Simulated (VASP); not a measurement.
# Ba in VASP: single point with RPBE

Aim: the single point of Ba with RPBE.

All numbers are computed with VASP 6.6.1; they aren't measurements. Logs are shortened: lines on timing, memory, paths and dates and some standing lists are left out, and cuts for length are marked.

## Step 1: The cell of the first run

The cell holds a single atom in a box, 1 atom: a = 14.000 Å, b = 14.400 Å, c = 14.800 Å, α = 90.00°, β = 90.00°, γ = 90.00°.

## Step 2: Single point, RPBE, collinear spin, zero start

File INCAR:

```
SYSTEM = Ba
  ALGO = Normal
  EDIFF = 1E-6
  ENCUT = 520
  GGA = RP
  ISIF = 2
  ISMEAR = -1
  ISPIN = 2
  ISYM = 0
  LASPH = .TRUE.
  LCHARG = .FALSE.
  LORBIT = 11
  LREAL = .FALSE.
  LWAVE = .FALSE.
  MAGMOM = 0.01
  NBANDS = 15
  NELM = 150
  PREC = Accurate
  SIGMA = 0.01
```

File KPOINTS:

```
k-points
0
G
  1 1 1
  0 0 0
```

File POSCAR:

```
Ba
1.0
   14.0000000000      0.0000000000      0.0000000000
    0.0000000000     14.4000000000      0.0000000000
    0.0000000000      0.0000000000     14.8000000000
Ba
1
Direct
    0.5000000000      0.5000000000      0.5000000000
```

Potentials or basis: VASP PAW PBE potentials, release 64 (Ba_sv).

Run with:

```sh
$ cat potpaw_PBE.64/Ba_sv/POTCAR > POTCAR
$ mpirun -np 1 vasp_gam > vasp.out
```

OUTCAR:

```text
SYSTEM = Ba
   EDIFF = 1E-6
   ENCUT = 520
   GGA = RP
   ISIF = 2
   ISMEAR = -1
   ISPIN = 2
   ISYM = 0
   LASPH = .TRUE.
   LORBIT = 11
   LREAL = .FALSE.
   NELM = 150
   PREC = Accurate

 ion  position               nearest neighbor table
   1  0.500  0.500  0.500-

IMPORTANT INFORMATION: All symmetrisations will be switched off!
NOSYMM: (Re-)initialisation of all symmetry stuff for point group C_1.

----------------------------------------------------------------------------------------

                                     Primitive cell

  volume of cell :    2983.6800

  direct lattice vectors                    reciprocal lattice vectors
    14.000000000  0.000000000  0.000000000     0.071428571  0.000000000  0.000000000
     0.000000000 14.400000000  0.000000000     0.000000000  0.069444444  0.000000000
     0.000000000  0.000000000 14.800000000     0.000000000  0.000000000  0.067567568

  length of vectors
    14.000000000 14.400000000 14.800000000     0.071428571  0.069444444  0.067567568

  position of ions in fractional coordinates (direct lattice)
     0.500000000  0.500000000  0.500000000

  ion indices of the primitive-cell ions
   primitive index   ion index
                 1           1

----------------------------------------------------------------------------------------

 KPOINTS: k-points

Automatic generation of k-mesh.
 Grid dimensions read from file:
 generate k-points for:    1    1    1

 Generating k-lattice:

  Cartesian coordinates                     Fractional coordinates (reciprocal lattice)
     0.071428571  0.000000000  0.000000000     1.000000000  0.000000000  0.000000000
     0.000000000  0.069444444  0.000000000     0.000000000  1.000000000  0.000000000
     0.000000000  0.000000000  0.067567568     0.000000000  0.000000000  1.000000000

  Length of vectors
     0.071428571  0.069444444  0.067567568

  Shift w.r.t. Gamma in fractional coordinates (k-lattice)
     0.000000000  0.000000000  0.000000000

 Subroutine IBZKPT returns following result:
 ===========================================

 Found      1 irreducible k-points:

 Following reciprocal coordinates:
            Coordinates               Weight
  0.000000  0.000000  0.000000      1.000000
[... 37 lines left out ...]
     AMIX     =   0.40;   BMIX     =  1.00
     AMIX_MAG =   1.60;   BMIX_MAG =  1.00
  volume/ion in A,a.u.               =    2983.68     20134.87
  Fermi-wavevector in a.u.,A,eV,Ry     =   0.244995  0.462974  0.816657  0.060023
  Thomas-Fermi vector in A             =   1.055438
   LORBIT       =     11    0 simple, 1 ext, 2 COOP (PROOUT), +10 PAW based schemes
   GGA     = RP    functional components
   LHFCALC =     F    Hartree Fock is set to
   AEXX    =    0.0000 exact exchange contribution
   IVDW    =     0    specifies the selected vdW correction
   LEPSILON=     F    determine dielectric tensor
   LRPA    =     F    only Hartree local field effects (RPA)
 spin polarized calculation
  energy-cutoff  :      520.00
  volume of cell :     2983.68
 maximum number of plane-waves:     40220
 NGX is ok and might be reduce to   108
   NGX = 53   NGY = 53   NGZ = 55

 number of electron      10.0000000 magnetization       0.0100000

 number of electron       9.9999999 magnetization      -0.0000653

 number of electron       9.9999999 magnetization       0.0000030

 Free energy of the ion-electron system (eV)
  ---------------------------------------------------
  ext. energy  EPLUGINS =         0.00000000
  ---------------------------------------------------
  free energy    TOTEN  =        -0.03395658 eV

  energy without entropy =       -0.03395658  energy(sigma->0) =       -0.03395658

 E-fermi :  -2.7305     XC(G=0):  -0.7737

 val. band max:       -3.0414385953   @ k =   0.0000   0.0000   0.0000
 cond. band min:      -1.8412186628   @ k =   0.0000   0.0000   0.0000
 fundamental gap:      1.2002199324
 Fermi energy:        -2.7305452511

 spin component 1

 k-point     1 :       0.0000    0.0000    0.0000
  band No.  band energies     occupation
      1     -33.5457      1.00000
      2     -18.6184      1.00000
      3     -18.6183      1.00000
      4     -18.6183      1.00000
      5      -3.0414      1.00000
      6      -1.8412      0.00000
      7      -1.8408      0.00000
      8      -1.8393      0.00000
      9      -1.8391      0.00000
     10      -1.8390      0.00000
     11      -1.1038      0.00000
     12      -1.0999      0.00000
     13      -1.0949      0.00000
     14      -0.2318      0.00000
     15       0.2838      0.00000
 Fermi energy:        -2.7305452511

 spin component 2

 k-point     1 :       0.0000    0.0000    0.0000
  band No.  band energies     occupation
      1     -33.5457      1.00000
      2     -18.6184      1.00000
      3     -18.6183      1.00000
      4     -18.6182      1.00000
      5      -3.0414      1.00000
      6      -1.8412      0.00000
      7      -1.8408      0.00000
      8      -1.8393      0.00000
      9      -1.8391      0.00000
     10      -1.8390      0.00000
     11      -1.1038      0.00000
     12      -1.0999      0.00000
     13      -1.0948      0.00000
     14      -0.2301      0.00000
     15       0.2825      0.00000

------------------------ aborting loop because EDIFF is reached ----------------------------------------

  FORCE on cell =-STRESS in cart. coord.  units (eV):
  Direction    XX          YY          ZZ          XY          YZ          ZX
  --------------------------------------------------------------------------------------
  -------------------------------------------------------------------------------------
  Total       -0.0141102     -0.0105008     -0.0073913     -0.0000009      0.0000001      0.0000007
  in kB       -0.0075769     -0.0056387     -0.0039690     -0.0000005      0.0000000      0.0000004
  external PRESSURE =      -0.0057282 kB  Pullay stress =       0.0000000 kB

 VOLUME and BASIS-vectors are now :
 -----------------------------------------------------------------------------
  energy-cutoff  :      520.00
  volume of cell :     2983.68
      direct lattice vectors                 reciprocal lattice vectors
    14.000000000  0.000000000  0.000000000     0.071428571  0.000000000  0.000000000
     0.000000000 14.400000000  0.000000000     0.000000000  0.069444444  0.000000000
     0.000000000  0.000000000 14.800000000     0.000000000  0.000000000  0.067567568

 POSITION                                       TOTAL-FORCE (eV/Angst)
 -----------------------------------------------------------------------------------
      7.00000      7.20000      7.40000         0.000001     -0.000006      0.000002
 -----------------------------------------------------------------------------------
    total drift:                                0.000001     -0.000006      0.000002

  FREE ENERGIE OF THE ION-ELECTRON SYSTEM (eV)
  ---------------------------------------------------
  free  energy   TOTEN  =        -0.0339565794 eV

  energy  without entropy=       -0.0339565794  energy(sigma->0) =       -0.03395658

 total charge

# of ion       s       p       d       tot
------------------------------------------
    1        2.165   5.576   0.000   7.741

 magnetization (x)

# of ion       s       p       d       tot
------------------------------------------
    1       -0.000   0.000   0.000  -0.000
```

OSZICAR:

```text
N       E                     dE             d eps       ncg     rms          rms(c)
DAV:   1     0.120654194302E+03    0.12065E+03   -0.17078E+03    76   0.277E+02
[... 13 lines left out ...]
DAV:  15    -0.339246576265E-01   -0.40316E-04   -0.17482E-05    75   0.175E-02    0.124E-03
DAV:  16    -0.339393493690E-01   -0.14692E-04   -0.19968E-05    60   0.223E-02    0.636E-04
DAV:  17    -0.339463709591E-01   -0.70216E-05   -0.21002E-05    60   0.226E-02    0.349E-04
DAV:  18    -0.339485055958E-01   -0.21346E-05   -0.58087E-06    67   0.116E-02    0.339E-04
DAV:  19    -0.339541138051E-01   -0.56082E-05   -0.14644E-06    76   0.402E-03    0.152E-04
DAV:  20    -0.339559092851E-01   -0.17955E-05   -0.34432E-07    52   0.227E-03    0.707E-05
DAV:  21    -0.339565793627E-01   -0.67008E-06   -0.19872E-07    65   0.177E-03
   1 F= -.33956579E-01 E0= -.33956579E-01  d E =-.202348E-13  mag=    -0.0000
```

It took 6.4 min on 1 thread of AMD EPYC 7R43 (Zen 3), shared host; peak memory 2.7 GiB.

What came out:

```yaml
Free_energy: -0.0340 eV
Pressure: 0.0 GPa
Band_gap_on_the_k_mesh: 1.20 eV
Net_moment: 0.00 μB per cell
Valence_electrons_inside_the_program's_atomic_spheres: Ba 7.74
```

Levels at points of the mesh, in eV from the valence-band top:
Spin up:
| k point | band 1 | band 2 | band 3 | band 4 | band 5 | band 6 | band 7 | band 8 | band 9 | band 10 |
| --- | --- | --- | --- | --- | --- | --- | --- | --- | --- | --- |
| (0.00, 0.00, 0.00) | -30.50 | -15.58 | -15.58 | -15.58 | 0.00 | 1.20 | 1.20 | 1.20 | 1.20 | 1.20 |
Spin down:
```tsv
k point	band 2	band 3	band 4	band 5	band 6	band 7	band 8	band 9
(0.00, 0.00, 0.00)	-15.58	-15.58	-15.58	0.00	1.20	1.20	1.20	1.20
```

Caveat: the PAW data sets were made with another functional, which shifts forces and pressure a little; spin-orbit coupling is left out, which moves the levels of the heavy elements.
